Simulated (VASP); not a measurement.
Here is a VASP 6.6.1 calculation.

The input POSCAR:

```
ScAl2
1.0
    0.0000000000      3.7776526849      3.7776526849
    3.7776526849      0.0000000000      3.7776526849
    3.7776526849      3.7776526849      0.0000000000
Sc Al
2 4
Direct
    0.5000000000      0.5000000000      0.5000000000
    0.7500000000      0.7500000000      0.7500000000
    0.1250000000      0.1250000000      0.1250000000
    0.6250000000      0.1250000000      0.1250000000
    0.1250000000      0.6250000000      0.1250000000
    0.1250000000      0.1250000000      0.6250000000
```

Contents of INCAR.step1:

```
SYSTEM = ScAl2
PREC = Accurate
ENCUT = 520
ISMEAR = -1
SIGMA = 0.3
LREAL = .FALSE.
LASPH = .TRUE.
NELM = 100
NBANDS = 26
GGA = PE
ALGO = Normal
EDIFF = 1E-4
LWAVE = .TRUE.
LCHARG = .FALSE.
```

Contents of INCAR.step2:

```
SYSTEM = ScAl2
PREC = Accurate
ENCUT = 520
EDIFF = 1E-7
ISMEAR = -1
SIGMA = 0.3
LREAL = .FALSE.
LASPH = .TRUE.
NELM = 100
ALGO = Normal
ISIF = 2
LWAVE = .FALSE.
LCHARG = .FALSE.
METAGGA = R2SCAN
LMIXTAU = .TRUE.
NBANDS = 26
ISTART = 1
```

File KPOINTS:

```
regular mesh
0
G
  8 8 8
  0 0 0
```

Potentials or basis: VASP PAW PBE potentials, release 64 (Sc_sv, Al).

Launch:

```console
$ cat potpaw_PBE.64/Sc_sv/POTCAR potpaw_PBE.64/Al/POTCAR > POTCAR
$ cp INCAR.step1 INCAR
$ mpirun -np 1 vasp_std > vasp.out
$ cp INCAR.step2 INCAR
$ mpirun -np 1 vasp_std > vasp.out
```

(1) What does it give for the band gap on the k mesh?

(2) Estimate the pressure.

Results:

(1) zero (band 17 reaches 7.37 eV, above the bottom of band 18 at 4.74 eV).

(2) 0.4 GPa.

Caveat: the PAW data sets were made with another functional, which shifts forces and pressure a little.
